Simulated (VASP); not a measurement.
# Zr7Ge (Im-3m) in VASP: relaxation of cell and atoms with PBE

Aim: the relaxation of cell and atoms of Zr7Ge with PBE.

Program: VASP 6.6.1. These are calculated values, not measurements. Logs are shortened: lines on timing, memory, paths and dates and some standing lists are left out, and cuts for length are marked.

## 1. The cell of the first run

Symmetry: Im-3m, No. 229, cubic system. The conventional cell has a = 7.043 Å, b = 7.043 Å, c = 7.043 Å, α = 90.00°, β = 90.00°, γ = 90.00°. Zr (site symmetry 4/mmm) has 12 Zr at 3.05 to 3.52 Å and 2 Ge at 3.52 Å within 4.0 Å. Within 4.0 Å of Zr (site symmetry -3m) lie 12 Zr at 3.05 to 3.52 Å and 2 Ge at 3.05 Å. Within 4.0 Å of Ge (site symmetry m-3m) lie 14 Zr at 3.05 to 3.52 Å.

The cell was generated, and may not be a known phase.

## 2. Relaxation of cell and atoms, PBE

File INCAR:

```
SYSTEM = Zr7Ge
PREC = Accurate
ENCUT = 500
EDIFF = 1E-7
ISMEAR = 0
SIGMA = 0.1
LREAL = .FALSE.
LASPH = .TRUE.
NELM = 120
ALGO = Normal
ISIF = 3
LWAVE = .FALSE.
LCHARG = .FALSE.
GGA = PE
IBRION = 2
NSW = 100
EDIFFG = -0.01
GGA_COMPAT = .FALSE.
NELMIN = 4
```

File KPOINTS:

```
regular mesh
0
G
  6 6 6
  0 0 0
```

File POSCAR:

```
Zr7Ge
1.0
   -3.5216743672      3.5216743672      3.5216743672
    3.5216743672     -3.5216743672      3.5216743672
    3.5216743672      3.5216743672     -3.5216743672
Zr Ge
7 1
Direct
    0.0000000000      0.5000000000      0.5000000000
    0.5000000000      0.5000000000      0.0000000000
    0.5000000000      0.0000000000      0.5000000000
    0.0000000000      0.0000000000      0.5000000000
    0.0000000000      0.5000000000      0.0000000000
    0.5000000000      0.0000000000      0.0000000000
    0.5000000000      0.5000000000      0.5000000000
    0.0000000000      0.0000000000      0.0000000000
```

Potentials or basis: VASP PAW PBE potentials, release 64 (Zr_sv, Ge_d).

The run is started by

```console
cat potpaw_PBE.64/Zr_sv/POTCAR potpaw_PBE.64/Ge_d/POTCAR > POTCAR
mpirun -np 1 vasp_std > vasp.out
```

OUTCAR:

```text
SYSTEM = Zr7Ge
   PREC = Accurate
   ENCUT = 500
   EDIFF = 1E-7
   ISMEAR = 0
   LREAL = .FALSE.
   LASPH = .TRUE.
   NELM = 120
   ISIF = 3
   GGA = PE
   IBRION = 2
   NSW = 100
   EDIFFG = -0.01
   NELMIN = 4

 ion  position               nearest neighbor table
   1  0.000  0.500  0.500-   4 3.05   5 3.05   6 3.05   7 3.05   5 3.05   4 3.05   7 3.05   6 3.05
                             2 3.52   2 3.52   3 3.52   3 3.52
   2  0.500  0.500  0.000-   4 3.05   5 3.05   6 3.05   7 3.05   7 3.05   6 3.05   5 3.05   4 3.05
                             3 3.52   1 3.52   1 3.52   3 3.52
   3  0.500  0.000  0.500-   4 3.05   5 3.05   6 3.05   7 3.05   6 3.05   7 3.05   4 3.05   5 3.05
                             2 3.52   1 3.52   1 3.52   2 3.52
   4  0.000  0.000  0.500-   1 3.05   2 3.05   3 3.05   8 3.05   8 3.05   1 3.05   3 3.05   2 3.05
                             7 3.52   5 3.52   5 3.52   6 3.52   7 3.52   6 3.52
   5  0.000  0.500  0.000-   1 3.05   2 3.05   3 3.05   8 3.05   1 3.05   8 3.05   2 3.05   3 3.05
                             7 3.52   4 3.52   4 3.52   7 3.52   6 3.52   6 3.52
   6  0.500  0.000  0.000-   1 3.05   2 3.05   3 3.05   8 3.05   3 3.05   2 3.05   8 3.05   1 3.05
                             7 3.52   7 3.52   4 3.52   4 3.52   5 3.52   5 3.52
   7  0.500  0.500  0.500-   1 3.05   2 3.05   3 3.05   8 3.05   2 3.05   3 3.05   1 3.05   8 3.05
                             6 3.52   6 3.52   4 3.52   5 3.52   4 3.52   5 3.52
   8  0.000  0.000  0.000-   4 3.05   5 3.05   6 3.05   7 3.05   4 3.05   5 3.05   6 3.05   7 3.05

  LATTYP: Found a body centered cubic cell.
 ALAT       =     7.0433487344

  Lattice vectors:

 A1 = (  -3.5216743672,   3.5216743672,   3.5216743672)
 A2 = (   3.5216743672,  -3.5216743672,   3.5216743672)
 A3 = (   3.5216743672,   3.5216743672,  -3.5216743672)

Analysis of symmetry for initial positions (statically):
=====================================================================
 Subroutine PRICEL returns:
 Original cell was already a primitive cell.

 Routine SETGRP: Setting up the symmetry group for a
 body centered cubic supercell.

 Subroutine GETGRP returns: Found 48 space group operations
 (whereof 48 operations were pure point group operations)
 out of a pool of 48 trial point group operations.

The static configuration has the point symmetry O_h .

Analysis of symmetry for dynamics (positions and initial velocities):
=====================================================================
 Subroutine PRICEL returns:
 Original cell was already a primitive cell.

 Routine SETGRP: Setting up the symmetry group for a
 body centered cubic supercell.

 Subroutine GETGRP returns: Found 48 space group operations
 (whereof 48 operations were pure point group operations)
 out of a pool of 48 trial point group operations.

The dynamic configuration has the point symmetry O_h .

 Subroutine INISYM returns: Found 48 space group operations
 (whereof 48 operations are pure point group operations),
 and found     1 'primitive' translations

----------------------------------------------------------------------------------------

                                     Primitive cell

  volume of cell :     174.7059

  direct lattice vectors                    reciprocal lattice vectors
    -3.521674367  3.521674367  3.521674367     0.000000000  0.141977920  0.141977920
     3.521674367 -3.521674367  3.521674367     0.141977920  0.000000000  0.141977920
     3.521674367  3.521674367 -3.521674367     0.141977920  0.141977920  0.000000000

  length of vectors
     6.099718932  6.099718932  6.099718932     0.200787099  0.200787099  0.200787099

  position of ions in fractional coordinates (direct lattice)
     0.000000000  0.500000000  0.500000000
     0.500000000  0.500000000  0.000000000
     0.500000000  0.000000000  0.500000000
     0.000000000  0.000000000  0.500000000
     0.000000000  0.500000000  0.000000000
     0.500000000  0.000000000  0.000000000
     0.500000000  0.500000000  0.500000000
     0.000000000  0.000000000  0.000000000

  ion indices of the primitive-cell ions
   primitive index   ion index
                 1           1
                 2           2
                 3           3
                 4           4
                 5           5
                 6           6
                 7           7
                 8           8

----------------------------------------------------------------------------------------

 KPOINTS: regular mesh

Automatic generation of k-mesh.
 Grid dimensions read from file:
 generate k-points for:    6    6    6

 Generating k-lattice:

  Cartesian coordinates                     Fractional coordinates (reciprocal lattice)
     0.000000000  0.023662987  0.023662987     0.166666667  0.000000000  0.000000000
     0.023662987  0.000000000  0.023662987     0.000000000  0.166666667  0.000000000
     0.023662987  0.023662987  0.000000000     0.000000000  0.000000000  0.166666667

  Length of vectors
     0.033464517  0.033464517  0.033464517

  Shift w.r.t. Gamma in fractional coordinates (k-lattice)
     0.000000000  0.000000000  0.000000000

 Subroutine IBZKPT returns following result:
 ===========================================

 Found     16 irreducible k-points:

 Following reciprocal coordinates:
            Coordinates               Weight
  0.000000  0.000000  0.000000      1.000000
  0.166667  0.000000  0.000000     12.000000
  0.333333  0.000000  0.000000     12.000000
  0.500000  0.000000  0.000000      6.000000
  0.166667  0.166667  0.000000     24.000000
  0.333333  0.166667 -0.000000     48.000000
[... 8 lines left out ...]
  0.500000  0.500000  0.333333     12.000000
  0.500000  0.500000  0.500000      1.000000
   k-points           NKPTS =     16   k-points in BZ     NKDIM =     16   number of bands    NBANDS=     58
   number of dos      NEDOS =    301   number of ions     NIONS =      8
   total plane-waves  NPLWV = 110592
   dimension x,y,z NGX =    48 NGY =   48 NGZ =   48
   dimension x,y,z NGXF=    96 NGYF=   96 NGZF=   96
   ions per type =               7   1
   NGX,Y,Z   is equivalent  to a cutoff of  13.08, 13.08, 13.08 a.u.
   NGXF,Y,Z  is equivalent  to a cutoff of  26.16, 26.16, 26.16 a.u.
 SYSTEM =  Zr7Ge
   PREC   = accura    normal or accurate (medium, high low for compatibility)
   ISTART =      0    job   : 0-new  1-cont  2-samecut
   ICHARG =      2    charge: 1-file 2-atom 10-const
   ISPIN  =      1    spin polarized calculation?
   LNONCOLLINEAR =      F non collinear calculations
   LSORBIT =      F    spin-orbit coupling
   LASPH  =      T    aspherical Exc in radial PAW
   ENCUT  =  500.0 eV  36.75 Ry    6.06 a.u.  11.12 11.12 11.12*2*pi/ulx,y,z
   NELM   =    120;   NELMIN=  4; NELMDL= -5     # of ELM steps
   EDIFF  = 0.1E-06   stopping-criterion for ELM
   LREAL  =      F    real-space projection
   EDIFFG = -.1E-01   stopping-criterion for IOM
   NSW    =    100    number of steps for IOM
   IBRION =      2    ionic relax: 0-MD 1-quasi-New 2-CG
   NFREE  =      1    steps in history (QN), initial steepest desc. (CG)
   ISIF   =      3    stress and relaxation
   ISYM   =      2    0-nonsym 1-usesym 2-fastsym
   POTIM  = 0.5000    time-step for ionic-motion
   TEBEG  =    0.0;   TEEND  =   0.0 temperature during run
   PSTRESS=    0.0 pullay stress
   NELECT =      98.0000    total number of electrons
   NUPDOWN=      -1.0000    fix difference up-down
   EMIN   =  10.00;   EMAX   =-10.00  energy-range for DOS
   EFERMI =   0.00;   METHOD = LEGACY
   ISMEAR =     0;   SIGMA  =   0.10  broadening in eV -4-tet -1-fermi 0-gaus
   EFERMI_NEDOS =   21; number of points for ismear=-14 and -15
   IALGO  =     38    algorithm
   IMIX   =      4    mixing-type and parameters
     AMIX     =   0.40;   BMIX     =  1.00
     AMIX_MAG =   1.60;   BMIX_MAG =  1.00
  volume/ion in A,a.u.               =      21.84       147.37
  Fermi-wavevector in a.u.,A,eV,Ry     =   1.350147  2.551408 24.802012  1.822896
  Thomas-Fermi vector in A             =   2.477675
   LORBIT       =      0    0 simple, 1 ext, 2 COOP (PROOUT), +10 PAW based schemes
   GGA     = PE    functional components
   LHFCALC =     F    Hartree Fock is set to
   AEXX    =    0.0000 exact exchange contribution
   IVDW    =     0    specifies the selected vdW correction
   LEPSILON=     F    determine dielectric tensor
   LRPA    =     F    only Hartree local field effects (RPA)
 conjugate gradient relaxation of ions
 non-spin polarized calculation
 Gauss-broadening in eV      SIGMA  =   0.10
  energy-cutoff  :      500.00
  volume of cell :      174.71
 maximum number of plane-waves:      4468
 NGX is ok and might be reduce to    48
   NGX = 23   NGY = 23   NGZ = 23

 number of electron      98.0000011 magnetization

 Free energy of the ion-electron system (eV)
  ---------------------------------------------------
  ext. energy  EPLUGINS =         0.00000000
  ---------------------------------------------------
  free energy    TOTEN  =       -64.72134282 eV

  energy without entropy =      -64.65062154  energy(sigma->0) =      -64.68598218

 E-fermi :   8.9575     XC(G=0): -11.2821

 val. band max:        8.9546141154   @ k =   0.5000   0.0000   0.0000
 cond. band min:       8.9602908185   @ k =   0.3333   0.3333   0.0000
 fundamental gap:      0.0056767030
 Fermi energy:         8.9575255857

 k-point     1 :       0.0000    0.0000    0.0000
  band No.  band energies     occupation
      1     -39.5840      2.00000
      2     -39.4837      2.00000
      3     -39.4837      2.00000
      4     -39.4837      2.00000
      5     -39.2704      2.00000
      6     -39.2704      2.00000
[... 50 lines left out ...]
     57      10.9795      0.00000
     58      10.9795      0.00000

 k-point     2 :       0.1667    0.0000    0.0000
  band No.  band energies     occupation
      1     -39.5748      2.00000
      2     -39.4862      2.00000
      3     -39.4838      2.00000
      4     -39.4838      2.00000
      5     -39.2714      2.00000
      6     -39.2704      2.00000
[... 849 lines left out ...]
      2     -39.4994      2.00000
      3     -39.4994      2.00000
      4     -39.4687      2.00000
      5     -39.2865      2.00000
      6     -39.2865      2.00000
[... 50 lines left out ...]
     57      10.4532      0.00000
     58      10.4916      0.00000

------------------------ aborting loop because EDIFF is reached ----------------------------------------

  FORCE on cell =-STRESS in cart. coord.  units (eV):
  Direction    XX          YY          ZZ          XY          YZ          ZX
  --------------------------------------------------------------------------------------
  -------------------------------------------------------------------------------------
  Total       -0.0647201     -0.0647201     -0.0647201     -0.0000000      0.0000000     -0.0000000
  in kB       -0.5935292     -0.5935292     -0.5935292     -0.0000000      0.0000000     -0.0000000
  external PRESSURE =      -0.5935292 kB  Pullay stress =       0.0000000 kB

 VOLUME and BASIS-vectors are now :
 -----------------------------------------------------------------------------
  energy-cutoff  :      500.00
  volume of cell :      174.71
      direct lattice vectors                 reciprocal lattice vectors
    -3.521674367  3.521674367  3.521674367     0.000000000  0.141977920  0.141977920
     3.521674367 -3.521674367  3.521674367     0.141977920  0.000000000  0.141977920
     3.521674367  3.521674367 -3.521674367     0.141977920  0.141977920  0.000000000

 POSITION                                       TOTAL-FORCE (eV/Angst)
 -----------------------------------------------------------------------------------
      3.52167      0.00000      0.00000         0.000000     -0.000000      0.000000
      0.00000      0.00000      3.52167         0.000000     -0.000000      0.000000
      0.00000      3.52167      0.00000        -0.000000     -0.000000     -0.000000
      1.76084      1.76084     -1.76084         0.000000     -0.000000     -0.000000
      1.76084     -1.76084      1.76084        -0.000000      0.000000     -0.000000
     -1.76084      1.76084      1.76084        -0.000000     -0.000000     -0.000000
      1.76084      1.76084      1.76084        -0.000000      0.000000     -0.000000
      0.00000      0.00000      0.00000         0.000000     -0.000000      0.000000
 -----------------------------------------------------------------------------------
    total drift:                                0.000000      0.000000     -0.000000

  FREE ENERGIE OF THE ION-ELECTRON SYSTEM (eV)
  ---------------------------------------------------
  free  energy   TOTEN  =       -64.7213428221 eV

  energy  without entropy=      -64.6506215354  energy(sigma->0) =      -64.68598218

 reached required accuracy - stopping structural energy minimisation
```

Run time: 5.6 min. Hardware: 1 thread of Oxide Virtual Turin-like, shared host; peak memory 0.35 GiB.

Results:

```
Free energy             : -64.7213 eV
Pressure after relaxing : -0.1 GPa
Band gap on the k mesh  : zero (bands 49 and 50 overlap by 0.52 eV)
```

Final structure:
```
Zr Ge
1.0
    -3.52167    3.52167    3.52167
     3.52167   -3.52167    3.52167
     3.52167    3.52167   -3.52167
Zr Ge
7 1
Direct
  0.00000 0.50000 0.50000
  0.50000 0.50000 0.00000
  0.50000 0.00000 0.50000
  0.00000 0.00000 0.50000
  0.00000 0.50000 0.00000
  0.50000 0.00000 0.00000
  0.50000 0.50000 0.50000
  0.00000 0.00000 0.00000
```

Levels at points of the mesh, in eV from the Fermi level:
| k point | band 47 | band 48 | band 49 | band 50 | band 51 | band 52 |
| --- | --- | --- | --- | --- | --- | --- |
| (0.00, 0.00, 0.00) | -0.86 | -0.86 | 0.02 | 0.02 | 0.02 | 1.57 |
| (0.50, 0.00, 0.00) | -0.23 | -0.19 | -0.01 | 0.00 | 0.15 | 0.18 |
| (0.50, 0.50, 0.50) | -0.20 | -0.20 | -0.20 | 0.93 | 0.93 | 1.04 |

Caveat: the relaxation stopped at its first step, so nothing moved.
